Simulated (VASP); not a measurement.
Here is a VASP 6.6.1 calculation.

File INCAR:

```
PREC     = Accurate       # precision mode
ENCUT    = 600            # plane-wave cutoff, eV
EDIFF    = 1E-6           # SCF threshold, eV
ISMEAR   = 0              # smearing method
SIGMA    = 0.1            # smearing width, eV
LREAL    = F              # projectors in reciprocal space
LASPH    = T              # aspherical terms in the spheres
NELM     = 100            # most SCF steps
ALGO     = Normal         # electronic algorithm
ISIF     = 3              # what is computed and relaxed
LWAVE    = F              # write WAVECAR
LCHARG   = F              # write CHGCAR
GGA      = PE             # functional
IBRION   = 2              # ionic algorithm
NSW      = 90             # ionic steps
EDIFFG   = -0.04          # ionic threshold
```

KPOINTS

```
Automatic mesh
0
Gamma
  4 4 4
```

The input POSCAR:

```
Hf2WS2
1.0
    4.2298563100      0.0000000000      0.0000000000
    0.0000000000      4.2298563100      0.0000000000
    0.0000000000      0.0000000000      5.6044398400
Hf W S
2 1 2
Direct
    0.0000000000      0.5000000000      0.0000000000
    0.5000000000      0.0000000000      0.0000000000
    0.0000000000      0.0000000000      0.0000000000
    0.5000000000      0.5000000000      0.5000000000
    0.0000000000      0.0000000000      0.5000000000
```

Potentials or basis: VASP PAW PBE potentials, release 64 (Hf_pv, W_sv, S).

Launch:

```console
$ cat potpaw_PBE.64/Hf_pv/POTCAR potpaw_PBE.64/W_sv/POTCAR potpaw_PBE.64/S/POTCAR > POTCAR
$ mpirun -np 1 vasp_std > vasp.out
```

Problem. Predict the band gap on the k mesh.

Solution. Zero (bands 23 and 24 overlap by 2.39 eV).

Problem. What does it give for the space group after relaxing (to 0.1 Å)?

Solution. P4/mmm (No. 123).

Step by step:
| step | energy change (eV) | largest force (eV/Å) | pressure (GPa) | volume (Å³) |
| --- | --- | --- | --- | --- |
| 1 | 0.0000 | 0.0000 | 47.07 | 100.27 |
| 2 | -4.7745 | 0.0000 | -16.07 | 196.93 |
| 3 | -8.0035 | 0.0000 | -10.20 | 145.11 |
| 4 | -10.2735 | 0.0000 | 2.06 | 119.86 |
| 5 | -10.8723 | 0.0000 | -5.35 | 126.45 |
| 6 | -11.0322 | 0.0000 | 3.26 | 113.37 |
| 7 | -11.0684 | 0.0000 | 0.35 | 117.05 |
| 8 | -11.0692 | 0.0000 | -0.25 | 117.57 |
| 9 | -11.0715 | 0.0000 | 0.02 | 117.33 |

Caveat: the k points lie up to 0.36 Å⁻¹ apart in the final cell, too coarse for converged energies and pressures of a metal; the volume moved by over 15 % at a fixed basis, so the end points are rough; spin-orbit coupling is left out, which moves the levels of the heavy elements.
